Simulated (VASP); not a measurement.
Wanted: the native input for a VASP 6.6.1 run.

```
Task                   : single point
Functional             : LDA
Potentials or basis    : VASP PAW LDA potentials, release 64 (Sn_d, O)
Cutoff                 : 520 eV
k mesh                 : 10 × 10 × 10
Occupations            : gaussian, width 0.05 eV
Spin                   : no spin polarisation
Dipole correction      : no
Further INCAR settings : ALGO = Normal; EDIFF = 1e-06; NBANDS = 35
```

The structure of SnO2 lies in POSCAR:

```
SnO2
1.0
   -1.9066685150      1.9066685150      4.6829543671
    1.9066685150     -1.9066685150      4.6829543671
    1.9066685150      1.9066685150     -4.6829543671
Sn O
2 4
Direct
    0.7500000000      0.2500000000      0.5000000000
    0.0000000000      0.0000000000      0.0000000000
    0.7969975834      0.7969975834      0.0000000000
    0.9530024166      0.4530024166      0.5000000000
    0.2030024166      0.2030024166      0.0000000000
    0.5469975834      0.0469975834      0.5000000000
```

This cell differs from its parent crystal: strain -0.040 along x and y, -0.080 along z.

These files were run (other wordings do the same):

INCAR

```
  PREC = Accurate
  ENCUT = 520
  EDIFF = 1E-6
  ISMEAR = 0
  SIGMA = 0.05
  LREAL = F
  LASPH = T
  NELM = 100
  ALGO = Normal
  ISIF = 2
  LWAVE = F
  LCHARG = F
  GGA = CA
  NBANDS = 35
```

KPOINTS

```
regular mesh
0
Gamma
  10 10 10
```

Potentials or basis: VASP PAW LDA potentials, release 64 (Sn_d, O).

Launch:

```console
$ cat potpaw_LDA.64/Sn_d/POTCAR potpaw_LDA.64/O/POTCAR > POTCAR
$ mpirun -np 1 vasp_std > vasp.out
```

Results of the run:

```yaml
Pressure: 49.8 GPa
Largest_force: 2.628 eV/Å
Band_gap_on_the_k_mesh: 3.72 eV (least direct gap 4.41 eV)
```

Caveat: the cell differs from its parent crystal (strain -0.040 along x and y, -0.080 along z); the cell stands under pressure; spin-orbit coupling is left out, which moves the levels of the heavy elements; forces of over 1 eV/Å act on the atoms, so gaps and moduli don't describe the material at rest.

It took 3.8 min on 1 thread of Intel(R) Xeon(R) 6975P-C (Granite Rapids) (shared host), peak memory 0.31 GiB.
